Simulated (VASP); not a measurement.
# Os in VASP: further runs

Runs on Os. Level: LDA. Tasks: single point.

Everything below comes from runs of VASP 6.6.1. Logs are shortened: lines on timing, memory, paths and dates and some standing lists are left out, and cuts for length are marked.

### Step 1. The cell of the first run

The cell holds a slab with vacuum, 6 atoms: a = 2.715 Å, b = 4.293 Å, c = 21.486 Å, α = 90.00°, β = 90.00°, γ = 90.00°.

### Step 2. Single point, LDA

INCAR reads:

```
PREC     = Accurate       # precision mode
ENCUT    = 520            # plane-wave cutoff, eV
EDIFF    = 1E-6           # SCF threshold, eV
ISMEAR   = -1             # smearing method
SIGMA    = 0.05           # smearing width, eV
LREAL    = F              # projectors in reciprocal space
LASPH    = T              # aspherical terms in the spheres
NELM     = 80             # most SCF steps
ALGO     = Normal         # electronic algorithm
ISIF     = 2              # what is computed and relaxed
LWAVE    = F              # write WAVECAR
LCHARG   = F              # write CHGCAR
LDIPOL   = T            
IDIPOL   = 3            
DIPOL    = 0.5 0.5 0.500
GGA      = CA             # functional
NBANDS   = 33             # bands
```

KPOINTS reads:

```
regular mesh
0
Gamma
  13 9 1
```

POSCAR reads:

```
Os
1.0
    2.7147872332      0.0000000000      0.0000000000
    0.0000000000      4.2926626049      0.0000000000
    0.0000000000      0.0000000000     21.4858000000
Os
6
Direct
    0.7500000000      0.7500000000      0.3788121569
    0.2500000000      0.2500000000      0.4079939599
    0.2500000000      0.7500000000      0.4833559938
    0.7500000000      0.2500000000      0.5166440049
    0.7500000000      0.7500000000      0.5920060404
    0.2500000000      0.2500000000      0.6211878441
```

Potentials or basis: VASP PAW LDA potentials, release 64 (Os).

Launch:

```
$ cat potpaw_LDA.64/Os/POTCAR > POTCAR
$ mpirun -np 1 vasp_std > vasp.out
```

OUTCAR:

```text
PREC = Accurate
   ENCUT = 520
   EDIFF = 1E-6
   ISMEAR = -1
   LREAL = F
   LASPH = T
   NELM = 80
   ISIF = 2
   GGA = CA

 ion  position               nearest neighbor table
   1  0.750  0.750  0.379-   2 2.62   2 2.62   2 2.62   2 2.62   3 2.62   3 2.62
   2  0.250  0.250  0.408-   1 2.62   1 2.62   1 2.62   1 2.62   3 2.69   3 2.69   4 2.70   4 2.70

   3  0.250  0.750  0.483-   1 2.62   1 2.62   4 2.64   4 2.64   4 2.64   4 2.64   2 2.69   2 2.69
                             5 2.70   5 2.70
   4  0.750  0.250  0.517-   6 2.62   6 2.62   3 2.64   3 2.64   3 2.64   3 2.64   5 2.69   5 2.69
                             2 2.70   2 2.70
   5  0.750  0.750  0.592-   6 2.62   6 2.62   6 2.62   6 2.62   4 2.69   4 2.69   3 2.70   3 2.70

   6  0.250  0.250  0.621-   5 2.62   5 2.62   5 2.62   5 2.62   4 2.62   4 2.62

  LATTYP: Found a simple orthorhombic cell.
 ALAT       =     2.7147872332
 B/A-ratio  =     1.5812151142
 C/A-ratio  =     7.9143587156

  Lattice vectors:

 A1 = (   2.7147872332,   0.0000000000,   0.0000000000)
 A2 = (   0.0000000000,   4.2926626049,   0.0000000000)
 A3 = (   0.0000000000,   0.0000000000,  21.4858000000)

Analysis of symmetry for initial positions (statically):
=====================================================================
 Subroutine PRICEL returns:
 Original cell was already a primitive cell.

 Routine SETGRP: Setting up the symmetry group for a
 simple orthorhombic supercell.

 Subroutine GETGRP returns: Found  8 space group operations
 (whereof  2 operations were pure point group operations)
 out of a pool of  8 trial point group operations.

The static configuration has the point symmetry S_2 .
 The point group associated with its full space group is D_2h.

Analysis of symmetry for dynamics (positions and initial velocities):
=====================================================================
 Subroutine PRICEL returns:
 Original cell was already a primitive cell.

 Routine SETGRP: Setting up the symmetry group for a
 simple orthorhombic supercell.

 Subroutine GETGRP returns: Found  8 space group operations
 (whereof  2 operations were pure point group operations)
 out of a pool of  8 trial point group operations.

The dynamic configuration has the point symmetry S_2 .
 The point group associated with its full space group is D_2h.

 Subroutine INISYM returns: Found  8 space group operations
[... 110 lines left out ...]
   NFREE  =      0    steps in history (QN), initial steepest desc. (CG)
   ISIF   =      2    stress and relaxation
   ISYM   =      2    0-nonsym 1-usesym 2-fastsym
   POTIM  = 0.5000    time-step for ionic-motion
   TEBEG  =    0.0;   TEEND  =   0.0 temperature during run
   PSTRESS=    0.0 pullay stress
   NELECT =      48.0000    total number of electrons
   NUPDOWN=      -1.0000    fix difference up-down
   EMIN   =  10.00;   EMAX   =-10.00  energy-range for DOS
   EFERMI =   0.00;   METHOD = LEGACY
   ISMEAR =    -1;   SIGMA  =   0.05  broadening in eV -4-tet -1-fermi 0-gaus
   EFERMI_NEDOS =   21; number of points for ismear=-14 and -15
   IALGO  =     38    algorithm
   IMIX   =      4    mixing-type and parameters
     AMIX     =   0.40;   BMIX     =  1.00
     AMIX_MAG =   1.60;   BMIX_MAG =  1.00
  volume/ion in A,a.u.               =      41.73       281.62
  Fermi-wavevector in a.u.,A,eV,Ry     =   0.943953  1.783813 12.123444  0.891048
  Thomas-Fermi vector in A             =   2.071711
   LORBIT       =      0    0 simple, 1 ext, 2 COOP (PROOUT), +10 PAW based schemes
   GGA     = CA    functional components
   LHFCALC =     F    Hartree Fock is set to
   AEXX    =    0.0000 exact exchange contribution
   IVDW    =     0    specifies the selected vdW correction
   LEPSILON=     F    determine dielectric tensor
   LRPA    =     F    only Hartree local field effects (RPA)
 non-spin polarized calculation
  energy-cutoff  :      520.00
  volume of cell :      250.39
 maximum number of plane-waves:      6805
   NGX = 11   NGY = 15   NGZ = 79

 number of electron      47.9999996 magnetization

 dipolmoment           0.000000      0.000000      0.000000 electrons x Angstroem

 Free energy of the ion-electron system (eV)
  ---------------------------------------------------
  ext. energy  EPLUGINS =         0.00000000
  ---------------------------------------------------
  free energy    TOTEN  =       -70.24313518 eV

  energy without entropy =      -70.18533374  energy(sigma->0) =      -70.21423446

 E-fermi :  -0.4762     XC(G=0):  -5.7072

 val. band max:       -0.4811543733   @ k =   0.1538   0.3333   0.0000
 cond. band min:      -0.4733091534   @ k =   0.4615   0.1111   0.0000
 fundamental gap:      0.0078452199
 Fermi energy:        -0.4762183044

 k-point     1 :       0.0000    0.0000    0.0000
  band No.  band energies     occupation
      1     -10.8638      2.00000
      2      -8.8230      2.00000
      3      -7.9504      2.00000
      4      -7.9317      2.00000
      5      -7.5927      2.00000
      6      -6.8535      2.00000
[... 853 lines left out ...]
     32       1.4983      0.00000
     33       2.0439      0.00000

 [... further k-points ...]

------------------------ aborting loop because EDIFF is reached ----------------------------------------

 vacuum level on the upper side and lower side of the slab       (xc-potential included)        -0.236        -0.236

  FORCE on cell =-STRESS in cart. coord.  units (eV):
  Direction    XX          YY          ZZ          XY          YZ          ZX
  --------------------------------------------------------------------------------------
  -------------------------------------------------------------------------------------
  Total       -6.6228909     -3.2035090      0.2938330      0.0000000      0.0000000      0.0000000
  in kB      -42.3783554    -20.4985170      1.8801695      0.0000000      0.0000000      0.0000000
  external PRESSURE =     -20.3322343 kB  Pullay stress =       0.0000000 kB

 VOLUME and BASIS-vectors are now :
 -----------------------------------------------------------------------------
  energy-cutoff  :      520.00
  volume of cell :      250.39
      direct lattice vectors                 reciprocal lattice vectors
     2.714787233  0.000000000  0.000000000     0.368352992  0.000000000  0.000000000
     0.000000000  4.292662605  0.000000000     0.000000000  0.232955648  0.000000000
     0.000000000  0.000000000 21.485800000     0.000000000  0.000000000  0.046542368

 POSITION                                       TOTAL-FORCE (eV/Angst)
 -----------------------------------------------------------------------------------
      2.03609      3.21950      8.13908         0.000000     -0.000000     -0.028127
      0.67870      1.07317      8.76608         0.000000     -0.000000     -0.065973
      0.67870      3.21950     10.38529        -0.000000     -0.000000     -0.020891
      2.03609      1.07317     11.10051         0.000000     -0.000000      0.020891
      2.03609      3.21950     12.71972         0.000000     -0.000000      0.065973
      0.67870      1.07317     13.34672         0.000000      0.000000      0.028127
 -----------------------------------------------------------------------------------
    total drift:                               -0.000000     -0.000000      0.000036

  FREE ENERGIE OF THE ION-ELECTRON SYSTEM (eV)
  ---------------------------------------------------
  free  energy   TOTEN  =       -70.2431351842 eV

  energy  without entropy=      -70.1853337406  energy(sigma->0) =      -70.21423446

 vacuum level on the upper side and lower side of the slab         4.819         4.819
```

OSZICAR:

```text
N       E                     dE             d eps       ncg     rms          rms(c)
DAV:   1     0.346436138263E+03    0.34644E+03   -0.19433E+04  2310   0.121E+03
DAV:   2    -0.353150247927E+02   -0.38175E+03   -0.34587E+03  2887   0.361E+02
DAV:   3    -0.729966108500E+02   -0.37682E+02   -0.35178E+02  2995   0.983E+01
[... 15 lines left out ...]
DAV:  19    -0.702431284451E+02   -0.12171E-04   -0.10470E-06  1628   0.407E-03    0.448E-03
DAV:  20    -0.702431302747E+02   -0.18296E-05   -0.17366E-07  1417   0.192E-03    0.288E-03
DAV:  21    -0.702431322544E+02   -0.19797E-05   -0.16348E-07  1341   0.197E-03    0.145E-03
DAV:  22    -0.702431345675E+02   -0.23131E-05   -0.24241E-07  1486   0.163E-03    0.118E-03
DAV:  23    -0.702431351842E+02   -0.61677E-06   -0.58012E-08  1293   0.165E-03
   1 F= -.70243135E+02 E0= -.70214234E+02  d E =-.578014E-01
```

stdout:

```text
POSCAR found type information on POSCAR Os
 POSCAR found :  1 types and       6 ions
 scaLAPACK will be used
 LDA part: xc-table for (Slater(with rela. corr.)+CA(PZ))
 , standard interpolation
 POSCAR, INCAR and KPOINTS ok, starting setup
 FFT: planning ... GRIDC
 FFT: planning ... GRID_SOFT
 FFT: planning ... GRID
 WAVECAR not read
 entering main loop
```

It took 9.9 min on 1 thread of Intel Xeon 8259CL, shared host; peak memory 0.39 GiB.

What came out:

```yaml
Free_energy: -70.2431 eV
Largest_force: 0.066 eV/Å
Band_gap_on_the_k_mesh: zero (bands 24 and 25 overlap by 1.49 eV)
```

Forces on the atoms (eV/Å):
```
Os   0.000  0.000 -0.028
Os   0.000  0.000 -0.066
Os   0.000  0.000 -0.021
Os   0.000  0.000  0.021
Os   0.000  0.000  0.066
Os   0.000  0.000  0.028
```

Levels at points of the mesh, in eV from the Fermi level:
| k point | band 22 | band 23 | band 24 | band 25 | band 26 | band 27 | band 28 | band 29 |
| --- | --- | --- | --- | --- | --- | --- | --- | --- |
| (0.00, 0.00, 0.00) | -1.27 | -1.01 | -0.76 | -0.73 | -0.50 | -0.21 | 0.27 | 1.85 |

Caveat: spin-orbit coupling is left out, which moves the levels of the heavy elements.

### Step 3. Single point, LDA

INCAR reads:

```
PREC = Accurate
ENCUT = 520
EDIFF = 1E-6
ISMEAR = -1
SIGMA = 0.05
LREAL = F
LASPH = T
NELM = 100
ALGO = Normal
ISIF = 2
LWAVE = F
LCHARG = F
GGA = CA
NBANDS = 33
```

KPOINTS reads:

```
Automatic mesh
0
Gamma
  13 9 1
```

POSCAR is that of step 2.

Potentials or basis: VASP PAW LDA potentials, release 64 (Os).

Launch:

```
$ cat potpaw_LDA.64/Os/POTCAR > POTCAR
$ mpirun -np 1 vasp_std > vasp.out
```

OUTCAR:

```text
PREC = Accurate
   ENCUT = 520
   EDIFF = 1E-6
   ISMEAR = -1
   LREAL = F
   LASPH = T
   NELM = 100
   ISIF = 2
   GGA = CA

 ion  position               nearest neighbor table
   1  0.750  0.750  0.379-   2 2.62   2 2.62   2 2.62   2 2.62   3 2.62   3 2.62
   2  0.250  0.250  0.408-   1 2.62   1 2.62   1 2.62   1 2.62   3 2.69   3 2.69   4 2.70   4 2.70

   3  0.250  0.750  0.483-   1 2.62   1 2.62   4 2.64   4 2.64   4 2.64   4 2.64   2 2.69   2 2.69
                             5 2.70   5 2.70
   4  0.750  0.250  0.517-   6 2.62   6 2.62   3 2.64   3 2.64   3 2.64   3 2.64   5 2.69   5 2.69
                             2 2.70   2 2.70
   5  0.750  0.750  0.592-   6 2.62   6 2.62   6 2.62   6 2.62   4 2.69   4 2.69   3 2.70   3 2.70

   6  0.250  0.250  0.621-   5 2.62   5 2.62   5 2.62   5 2.62   4 2.62   4 2.62

  LATTYP: Found a simple orthorhombic cell.
 ALAT       =     2.7147872332
 B/A-ratio  =     1.5812151142
 C/A-ratio  =     7.9143587156

  Lattice vectors:

 A1 = (   2.7147872332,   0.0000000000,   0.0000000000)
 A2 = (   0.0000000000,   4.2926626049,   0.0000000000)
 A3 = (   0.0000000000,   0.0000000000,  21.4858000000)

Analysis of symmetry for initial positions (statically):
=====================================================================
 Subroutine PRICEL returns:
 Original cell was already a primitive cell.

 Routine SETGRP: Setting up the symmetry group for a
 simple orthorhombic supercell.

 Subroutine GETGRP returns: Found  8 space group operations
 (whereof  2 operations were pure point group operations)
 out of a pool of  8 trial point group operations.

The static configuration has the point symmetry S_2 .
 The point group associated with its full space group is D_2h.

Analysis of symmetry for dynamics (positions and initial velocities):
=====================================================================
 Subroutine PRICEL returns:
 Original cell was already a primitive cell.
[... 137 lines left out ...]
     AMIX_MAG =   1.60;   BMIX_MAG =  1.00
  volume/ion in A,a.u.               =      41.73       281.62
  Fermi-wavevector in a.u.,A,eV,Ry     =   0.943953  1.783813 12.123444  0.891048
  Thomas-Fermi vector in A             =   2.071711
   LORBIT       =      0    0 simple, 1 ext, 2 COOP (PROOUT), +10 PAW based schemes
   GGA     = CA    functional components
   LHFCALC =     F    Hartree Fock is set to
   AEXX    =    0.0000 exact exchange contribution
   IVDW    =     0    specifies the selected vdW correction
   LEPSILON=     F    determine dielectric tensor
   LRPA    =     F    only Hartree local field effects (RPA)
 non-spin polarized calculation
  energy-cutoff  :      520.00
  volume of cell :      250.39
 maximum number of plane-waves:      6805
   NGX = 11   NGY = 15   NGZ = 79

 number of electron      47.9999996 magnetization

 Free energy of the ion-electron system (eV)
  ---------------------------------------------------
  ext. energy  EPLUGINS =         0.00000000
  ---------------------------------------------------
  free energy    TOTEN  =       -70.24313518 eV

  energy without entropy =      -70.18533374  energy(sigma->0) =      -70.21423446

 E-fermi :  -0.4762     XC(G=0):  -5.7072

 val. band max:       -0.4811543742   @ k =   0.1538   0.3333   0.0000
 cond. band min:      -0.4733091544   @ k =   0.4615   0.1111   0.0000
 fundamental gap:      0.0078452198
 Fermi energy:        -0.4762183053

 k-point     1 :       0.0000    0.0000    0.0000
  band No.  band energies     occupation
      1     -10.8638      2.00000
      2      -8.8230      2.00000
      3      -7.9504      2.00000
      4      -7.9317      2.00000
      5      -7.5927      2.00000
      6      -6.8535      2.00000
[... 853 lines left out ...]
     32       1.4983      0.00000
     33       2.0439      0.00000

 [... further k-points ...]

------------------------ aborting loop because EDIFF is reached ----------------------------------------

  FORCE on cell =-STRESS in cart. coord.  units (eV):
  Direction    XX          YY          ZZ          XY          YZ          ZX
  --------------------------------------------------------------------------------------
  -------------------------------------------------------------------------------------
  Total       -6.6228909     -3.2035090      0.2938330     -0.0000000      0.0000000      0.0000000
  in kB      -42.3783554    -20.4985170      1.8801698     -0.0000000      0.0000000      0.0000000
  external PRESSURE =     -20.3322342 kB  Pullay stress =       0.0000000 kB

 VOLUME and BASIS-vectors are now :
 -----------------------------------------------------------------------------
  energy-cutoff  :      520.00
  volume of cell :      250.39
      direct lattice vectors                 reciprocal lattice vectors
     2.714787233  0.000000000  0.000000000     0.368352992  0.000000000  0.000000000
     0.000000000  4.292662605  0.000000000     0.000000000  0.232955648  0.000000000
     0.000000000  0.000000000 21.485800000     0.000000000  0.000000000  0.046542368

 POSITION                                       TOTAL-FORCE (eV/Angst)
 -----------------------------------------------------------------------------------
      2.03609      3.21950      8.13908        -0.000000      0.000000     -0.028127
      0.67870      1.07317      8.76608         0.000000      0.000000     -0.065973
      0.67870      3.21950     10.38529        -0.000000      0.000000     -0.020891
      2.03609      1.07317     11.10051        -0.000000      0.000000      0.020891
      2.03609      3.21950     12.71972        -0.000000      0.000000      0.065973
      0.67870      1.07317     13.34672        -0.000000     -0.000000      0.028127
 -----------------------------------------------------------------------------------
    total drift:                               -0.000000     -0.000000      0.000025

  FREE ENERGIE OF THE ION-ELECTRON SYSTEM (eV)
  ---------------------------------------------------
  free  energy   TOTEN  =       -70.2431351844 eV

  energy  without entropy=      -70.1853337407  energy(sigma->0) =      -70.21423446
```

OSZICAR:

```text
N       E                     dE             d eps       ncg     rms          rms(c)
DAV:   1     0.346436138263E+03    0.34644E+03   -0.19433E+04  2310   0.121E+03
DAV:   2    -0.353150247927E+02   -0.38175E+03   -0.34587E+03  2887   0.361E+02
DAV:   3    -0.729966108499E+02   -0.37682E+02   -0.35178E+02  2995   0.983E+01
[... 15 lines left out ...]
DAV:  19    -0.702431284451E+02   -0.12171E-04   -0.10470E-06  1628   0.407E-03    0.448E-03
DAV:  20    -0.702431302746E+02   -0.18295E-05   -0.17366E-07  1417   0.192E-03    0.288E-03
DAV:  21    -0.702431322545E+02   -0.19799E-05   -0.16348E-07  1341   0.197E-03    0.145E-03
DAV:  22    -0.702431345674E+02   -0.23129E-05   -0.24241E-07  1486   0.163E-03    0.118E-03
DAV:  23    -0.702431351844E+02   -0.61694E-06   -0.58009E-08  1293   0.165E-03
   1 F= -.70243135E+02 E0= -.70214234E+02  d E =-.578014E-01
```

stdout:

```text
POSCAR found type information on POSCAR Os
 POSCAR found :  1 types and       6 ions
 scaLAPACK will be used
 LDA part: xc-table for (Slater(with rela. corr.)+CA(PZ))
 , standard interpolation
 POSCAR, INCAR and KPOINTS ok, starting setup
 FFT: planning ... GRIDC
 FFT: planning ... GRID_SOFT
 FFT: planning ... GRID
 WAVECAR not read
 entering main loop
```

Wall time 11 min (1 thread of Intel Xeon 8259CL, shared host); peak memory 0.38 GiB.

Results:

| Property | Result |
| --- | --- |
| Free energy | -70.2431 eV |
| Largest force | 0.066 eV/Å |
| Band gap on the k mesh | zero (bands 24 and 25 overlap by 1.49 eV) |

Forces on the atoms (eV/Å):
```
Os   0.000  0.000 -0.028
Os   0.000  0.000 -0.066
Os   0.000  0.000 -0.021
Os   0.000  0.000  0.021
Os   0.000  0.000  0.066
Os   0.000  0.000  0.028
```

Levels at points of the mesh, in eV from the Fermi level:
```
           k point  band 22  band 23  band 24  band 25  band 26  band 27  band 28  band 29
(0.00, 0.00, 0.00)    -1.27    -1.01    -0.76    -0.73    -0.50    -0.21     0.27     1.85
```

Caveat: there is no dipole correction, which matters where the two faces differ; spin-orbit coupling is left out, which moves the levels of the heavy elements.
